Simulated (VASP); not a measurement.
# GaSb3 (C2/m) in VASP: single point with LDA

Aim: the single point of GaSb3 with LDA.

Program: VASP 6.6.1. These are calculated values, not measurements. Logs are shortened: lines on timing, memory, paths and dates and some standing lists are left out, and cuts for length are marked.

### Step 1. The cell of the first run

Symmetry: C2/m, No. 12, monoclinic system. Conventional cell: a = 6.984 Å, b = 7.244 Å, c = 4.824 Å, α = 90.00°, β = 131.51°, γ = 90.00°. Within 4.0 Å of Ga (site symmetry 2/m) lie 14 Sb at 3.02 to 3.62 Å. Within 4.0 Å of Sb (site symmetry 2) lie 4 Ga at 3.02 to 3.18 Å and 10 Sb at 3.02 to 3.62 Å. Sb (site symmetry 2/m) has 8 Sb at 3.02 to 3.18 Å and 6 Ga at 3.49 to 3.62 Å within 4.0 Å.

### Step 2. Single point, LDA (engineering shear strain xz -0.0800, normal strain along z -0.0367)

Contents of INCAR:

```
  ALGO = Normal
  EDIFF = 1E-6
  ENCUT = 520
  ISIF = 2
  ISMEAR = 0
  LASPH = T
  LCHARG = F
  LREAL = F
  LWAVE = F
  NBANDS = 22
  NELM = 80
  PREC = Accurate
  SIGMA = 0.15
```

Contents of KPOINTS:

```
k-points
0
Gamma
  10 10 10
```

Contents of POSCAR:

```
GaSb3
1.0
   -0.1448800451      3.6220011279      3.4890736865
    3.4771210828      0.0000000000      3.3441936414
    3.6220011279      3.6220011279     -0.1448800451
Ga Sb
1 3
Direct
    0.0000000000      0.0000000000      0.0000000000
    0.2500000000      0.2500000000      0.2500000000
    0.7500000000      0.7500000000      0.7500000000
    0.5000000000      0.5000000000      0.5000000000
```

Potentials or basis: VASP PAW LDA potentials, release 64 (Ga_d, Sb).

Launch:

```console
> cat potpaw_LDA.64/Ga_d/POTCAR potpaw_LDA.64/Sb/POTCAR > POTCAR
> mpirun -np 1 vasp_std > vasp.out
```

OUTCAR:

```text
EDIFF = 1E-6
   ENCUT = 520
   ISIF = 2
   ISMEAR = 0
   LASPH = T
   LREAL = F
   NELM = 80
   PREC = Accurate

 ion  position               nearest neighbor table
   1  0.000  0.000  0.000-   3 3.02   2 3.02   3 3.02   2 3.02   3 3.18   2 3.18   3 3.18   2 3.18

   2  0.250  0.250  0.250-   1 3.02   1 3.02   4 3.02   4 3.02   1 3.18   4 3.18   1 3.18   4 3.18
                             3 3.49   3 3.49   3 3.62   3 3.62   3 3.62   3 3.62
   3  0.750  0.750  0.750-   4 3.02   1 3.02   4 3.02   1 3.02   4 3.18   1 3.18   4 3.18   1 3.18
                             2 3.49   2 3.49   2 3.62   2 3.62   2 3.62   2 3.62
   4  0.500  0.500  0.500-   2 3.02   2 3.02   3 3.02   3 3.02   2 3.18   3 3.18   2 3.18   3 3.18

  LATTYP: Found a base centered monoclinic cell.
 ALAT       =     6.9841607706
 B/A-ratio  =     1.0372043963
 C/A-ratio  =     0.6907506574
 COS(beta)  =    -0.6626963126

  Lattice vectors:

 A1 = (   0.1448800451,  -3.6220011279,  -3.4890736865)
 A2 = (   0.1448800451,   3.6220011279,  -3.4890736865)
 A3 = (   3.4771210828,   0.0000000000,   3.3441936414)

Analysis of symmetry for initial positions (statically):
=====================================================================
 Subroutine PRICEL returns:
 Original cell was already a primitive cell.

 Routine SETGRP: Setting up the symmetry group for a
 base centered monoclinic supercell.

 Subroutine GETGRP returns: Found  4 space group operations
 (whereof  4 operations were pure point group operations)
 out of a pool of  4 trial point group operations.

The static configuration has the point symmetry C_2h.

Analysis of symmetry for dynamics (positions and initial velocities):
=====================================================================
 Subroutine PRICEL returns:
 Original cell was already a primitive cell.

 Routine SETGRP: Setting up the symmetry group for a
 base centered monoclinic supercell.

 Subroutine GETGRP returns: Found  4 space group operations
 (whereof  4 operations were pure point group operations)
 out of a pool of  4 trial point group operations.

The dynamic configuration has the point symmetry C_2h.

 Subroutine INISYM returns: Found  4 space group operations
 (whereof  4 operations are pure point group operations),
 and found     1 'primitive' translations

[... 97 lines left out ...]
   NELM   =     80;   NELMIN=  2; NELMDL= -5     # of ELM steps
   EDIFF  = 0.1E-05   stopping-criterion for ELM
   LREAL  =      F    real-space projection
   EDIFFG = 0.1E-04   stopping-criterion for IOM
   NSW    =      0    number of steps for IOM
   IBRION =     -1    ionic relax: 0-MD 1-quasi-New 2-CG
   NFREE  =      0    steps in history (QN), initial steepest desc. (CG)
   ISIF   =      2    stress and relaxation
   ISYM   =      2    0-nonsym 1-usesym 2-fastsym
   POTIM  = 0.5000    time-step for ionic-motion
   TEBEG  =    0.0;   TEEND  =   0.0 temperature during run
   PSTRESS=    0.0 pullay stress
   NELECT =      28.0000    total number of electrons
   NUPDOWN=      -1.0000    fix difference up-down
   EMIN   =  10.00;   EMAX   =-10.00  energy-range for DOS
   EFERMI =   0.00;   METHOD = LEGACY
   ISMEAR =     0;   SIGMA  =   0.15  broadening in eV -4-tet -1-fermi 0-gaus
   EFERMI_NEDOS =   21; number of points for ismear=-14 and -15
   IALGO  =     38    algorithm
   IMIX   =      4    mixing-type and parameters
     AMIX     =   0.40;   BMIX     =  1.00
     AMIX_MAG =   1.60;   BMIX_MAG =  1.00
  volume/ion in A,a.u.               =      22.85       154.19
  Fermi-wavevector in a.u.,A,eV,Ry     =   1.103627  2.085553 16.571800  1.217993
  Thomas-Fermi vector in A             =   2.240088
   LORBIT       =      0    0 simple, 1 ext, 2 COOP (PROOUT), +10 PAW based schemes
   GGA     = CA    functional components
   LHFCALC =     F    Hartree Fock is set to
   AEXX    =    0.0000 exact exchange contribution
   IVDW    =     0    specifies the selected vdW correction
   LEPSILON=     F    determine dielectric tensor
   LRPA    =     F    only Hartree local field effects (RPA)
 non-spin polarized calculation
 Gauss-broadening in eV      SIGMA  =   0.15
  energy-cutoff  :      520.00
  volume of cell :       91.39
 maximum number of plane-waves:      2484
 NGX is ok and might be reduce to    40
   NGX = 19   NGY = 17   NGZ = 19

 number of electron      27.9999997 magnetization

 Free energy of the ion-electron system (eV)
  ---------------------------------------------------
  ext. energy  EPLUGINS =         0.00000000
  ---------------------------------------------------
  free energy    TOTEN  =       -17.21456643 eV

  energy without entropy =      -17.18909469  energy(sigma->0) =      -17.20183056

 E-fermi :   8.9275     XC(G=0): -10.9331

 val. band max:        8.9261514325   @ k =   0.3000  -0.4000   0.3000
 cond. band min:       8.9373962596   @ k =  -0.2000   0.2000  -0.0000
 fundamental gap:      0.0112448271
 Fermi energy:         8.9275480618

 k-point     1 :       0.0000    0.0000    0.0000
  band No.  band energies     occupation
      1      -6.0310      2.00000
      2      -6.0285      2.00000
      3      -6.0212      2.00000
      4      -6.0093      2.00000
      5      -6.0028      2.00000
      6      -4.5390      2.00000
[... 589 lines left out ...]
     21      15.2702      0.00000
     22      15.7491      0.00000

 [... further k-points ...]

------------------------ aborting loop because EDIFF is reached ----------------------------------------

  FORCE on cell =-STRESS in cart. coord.  units (eV):
  Direction    XX          YY          ZZ          XY          YZ          ZX
  --------------------------------------------------------------------------------------
  -------------------------------------------------------------------------------------
  Total        1.8939137      2.1219987      2.2903956      0.0000000     -0.0000000      1.2591143
  in kB       33.2013243     37.1997769     40.1518663      0.0000000     -0.0000000     22.0729495
  external PRESSURE =      36.8509892 kB  Pullay stress =       0.0000000 kB

 VOLUME and BASIS-vectors are now :
 -----------------------------------------------------------------------------
  energy-cutoff  :      520.00
  volume of cell :       91.39
      direct lattice vectors                 reciprocal lattice vectors
    -0.144880045  3.622001128  3.489073686    -0.132533187  0.138045236  0.137801213
     3.477121083  0.000000000  3.344193641     0.144016622 -0.138045236  0.149284647
     3.622001128  3.622001128 -0.144880045     0.132533187  0.138045236 -0.137801213

 POSITION                                       TOTAL-FORCE (eV/Angst)
 -----------------------------------------------------------------------------------
      0.00000      0.00000      0.00000         0.000000      0.000000      0.000000
      1.73856      1.81100      1.67210        -0.000000     -0.254847      0.000000
      5.21568      5.43300      5.01629         0.000000      0.254847     -0.000000
      3.47712      3.62200      3.34419         0.000000      0.000000      0.000000
 -----------------------------------------------------------------------------------
    total drift:                               -0.000000      0.000000      0.000000

  FREE ENERGIE OF THE ION-ELECTRON SYSTEM (eV)
  ---------------------------------------------------
  free  energy   TOTEN  =       -17.2145664252 eV

  energy  without entropy=      -17.1890946947  energy(sigma->0) =      -17.20183056
```

It took 9.6 min on 1 thread of Intel Xeon 8259CL, shared host; peak memory 0.6 GiB.

What came out:

| Quantity | Value |
| --- | --- |
| Free energy | -17.2146 eV |
| Pressure | 3.7 GPa |
| Largest force | 0.255 eV/Å |
| Band gap on the k mesh | zero (bands 14 and 15 overlap by 4.05 eV) |

Forces on the atoms (eV/Å):
```
Ga   0.000  0.000  0.000
Sb   0.000 -0.255  0.000
Sb   0.000  0.255  0.000
Sb   0.000  0.000  0.000
```

Levels at points of the mesh, in eV from the Fermi level:
```tsv
k point	band 11	band 12	band 13	band 14	band 15	band 16	band 17	band 18
(0.00, 0.00, 0.00)	-2.82	-2.74	-2.73	-2.70	-2.37	-1.04	-1.04	-0.42
(0.50, 0.00, 0.00)	-3.65	-3.00	-2.82	-0.24	0.14	1.95	2.44	2.75
(0.00, 0.50, 0.00)	-3.94	-3.20	-3.03	-0.39	0.02	1.97	2.83	3.10
(0.50, 0.50, 0.00)	-5.97	0.53	0.64	1.11	1.72	1.91	2.19	2.59
(0.50, 0.00, 0.50)	-5.65	0.83	1.07	1.59	1.69	1.76	2.11	2.56
(0.00, 0.50, 0.50)	-5.82	0.90	0.94	1.07	1.61	2.05	2.16	2.56
```

Caveat: the cell differs from its parent crystal (engineering shear strain xz -0.0800, normal strain along z -0.0367); the cell stands under pressure; spin-orbit coupling is left out, which moves the levels of the heavy elements.
